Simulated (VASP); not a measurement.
A run of VASP 6.6.1 is set up as follows.

Contents of INCAR:

```
ALGO = Normal ; EDIFF = 1E-6
ENCUT = 500 ; GGA = PE
GGA_COMPAT = False ; ISIF = 2
ISMEAR = 0 ; LASPH = True
LCHARG = False ; LREAL = False
LWAVE = False ; NBANDS = 15
NELM = 120 ; PREC = Accurate
SIGMA = 0.01
```

Contents of KPOINTS:

```
k-points
0
Gamma
  6 6 6
```

Contents of POSCAR:

```
CsBr
1.0
    4.3893097184      0.0000000000      0.0000000000
    0.0000000000      4.3893097184      0.0000000000
    0.0000000000      0.0000000000      4.3893097184
Cs Br
1 1
Direct
    0.0000000000      0.0000000000      0.0000000000
    0.5000000000      0.5000000000      0.5000000000
```

Potentials or basis: VASP PAW PBE potentials, release 64 (Cs_sv, Br).

The run is started by

```console
$ cat potpaw_PBE.64/Cs_sv/POTCAR potpaw_PBE.64/Br/POTCAR > POTCAR
$ mpirun -np 1 vasp_std > vasp.out
```

**Question.** What does it give for the band gap on the k mesh?

**Answer.** 4.24 eV, indirect (least direct gap 4.27 eV).

**Question.** What does it give for the pressure?

**Answer.** 0.0 GPa.

Caveat: spin-orbit coupling is left out, which moves the levels of the heavy elements. A k mesh can miss the band edges.
